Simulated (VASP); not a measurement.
Write the native input for VASP 6.6.1 that does the following.

| Property | Result |
| --- | --- |
| Task | single point |
| Functional | PBE |
| Potentials or basis | VASP PAW PBE potentials, release 64 (W_sv) |
| Cutoff | 520 eV |
| k mesh | 20 × 20 × 20 |
| Occupations | gaussian, width 0.15 eV |
| Spin | no spin polarisation |
| Dipole correction | no |
| Further INCAR settings | ALGO = Fast; EDIFF = 1e-06; NBANDS = 13 |

The structure of W lies in POSCAR:

```
W
1.0
   -1.6372325000      1.6372325000      1.5573675000
    1.6372325000     -1.6372325000      1.5573675000
    1.6372325000      1.6372325000     -1.5573675000
W
1
Direct
    0.0000000000      0.0000000000      0.0000000000
```

This cell differs from its parent crystal: strain +0.025 along x and y, -0.025 along z.

These files were run (other wordings do the same):

INCAR

```
SYSTEM = W
PREC     = Accurate       ! precision mode
ENCUT    = 520            ! plane-wave cutoff, eV
EDIFF    = 1E-6           ! SCF threshold, eV
ISMEAR   = 0              ! smearing method
SIGMA    = 0.15           ! smearing width, eV
LREAL    = .False.        ! projectors in reciprocal space
LASPH    = .True.         ! aspherical terms in the spheres
NELM     = 60             ! most SCF steps
ALGO     = Fast           ! electronic algorithm
ISIF     = 2              ! what is computed and relaxed
LWAVE    = .False.        ! write WAVECAR
LCHARG   = .False.        ! write CHGCAR
GGA      = PE             ! functional
NBANDS   = 13             ! bands
```

KPOINTS

```
Automatic mesh
0
Gamma
  20 20 20
  0 0 0
```

Potentials or basis: VASP PAW PBE potentials, release 64 (W_sv).

Launch:

```console
$ cat potpaw_PBE.64/W_sv/POTCAR > POTCAR
$ mpirun -np 1 vasp_std > vasp.out
```

It gave:

| Quantity | Value |
| --- | --- |
| Pressure | -8.9 GPa |
| Band gap on the k mesh | zero (bands 7 and 8 overlap by 5.85 eV) |

Caveat: the cell differs from its parent crystal (strain +0.025 along x and y, -0.025 along z); the cell stands under tension; spin-orbit coupling is left out, which moves the levels of the heavy elements.

It took 2.6 min on 1 thread of Intel Xeon 8259CL, on a shared host, peak memory 0.25 GiB.
